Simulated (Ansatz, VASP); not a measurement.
Two plane-wave programs on CdInS2

INCAR

```
SYSTEM = CdInS2
  ALGO = Normal
  EDIFF = 1E-7
  ENCUT = 520
  GGA = PE
  ISIF = 2
  ISMEAR = 0
  LASPH = .TRUE.
  LCHARG = .FALSE.
  LREAL = .FALSE.
  LWAVE = .FALSE.
  NBANDS = 26
  NELM = 100
  PREC = Accurate
  SIGMA = 0.1
```

The input KPOINTS:

```
k-points
0
G
  6 6 4
  0 0 0
```

File POSCAR:

```
CdInS2
1.0
    3.8694961422      0.0000000000      0.0000000000
   -1.9347480711      3.3510819590      0.0000000000
    0.0000000000      0.0000000000      6.8105290000
Cd In S
1 1 2
Direct
    0.0000000000      0.0000000000      0.0000000000
    0.0000000000      0.0000000000      0.5000000000
    0.6666666700      0.3333333300      0.7550490000
    0.3333333300      0.6666666700      0.2449510000
```

Input for Ansatz:

```yaml
crystal:
  lattice:
    - [3.8694961422, 0.0, 0.0]
    - [-1.9347480711, 3.351081959, 0.0]
    - [0.0, 0.0, 6.810529]
  atoms:
    - { symbol: Cd, position: [0.0, 0.0, 0.0] }
    - { symbol: In, position: [0.0, 0.0, 0.5] }
    - { symbol: S, position: [0.66666667, 0.33333333, 0.755049] }
    - { symbol: S, position: [0.33333333, 0.66666667, 0.244951] }
basis:
  ecutwfc: 420
kpoints:
  mp_grid: { grid: [6, 6, 4] }
hamiltonian:
  xc: pbe
scf:
  occupations: { method: gaussian, width: 0.1 }
  lower_state_search: "off"
output:
  forces: true
  stress: true
  eigenvalues: true
```

Alike in both runs: task single point; functional PBE; k mesh 6 × 6 × 4; occupations gaussian, width 0.1 eV; no spin polarisation.

|  | VASP | Ansatz |
| --- | --- | --- |
| version | VASP 6.6.1 | Ansatz 0.2.0 |
| potentials or method | VASP PAW PBE potentials, release 64 (Cd, In_d, S), cutoff 520 eV | scalar-relativistic, plane waves, PAW |
| valence electrons in the cell | 37 | 45 |

```csv
,VASP,Ansatz,Ansatz less VASP
gap on the k mesh at the Fermi level (eV),none,none,-
pressure (GPa),0.2,0.1,-0.13
"traceless stress, the component that is largest in VASP (GPa)",-0.04,-0.06,-0.027
rms of the force components (eV/Å),0.020,0.031,+0.0107
```

Atom by atom the forces differ by 0.011 eV/Å (rms over components). A gap of «none» marks a metal or a gap that the smearing closes. VASP's potentials hold 37 valence electrons a cell and Ansatz's 45, so a difference there can come from the potentials and not from the codes.
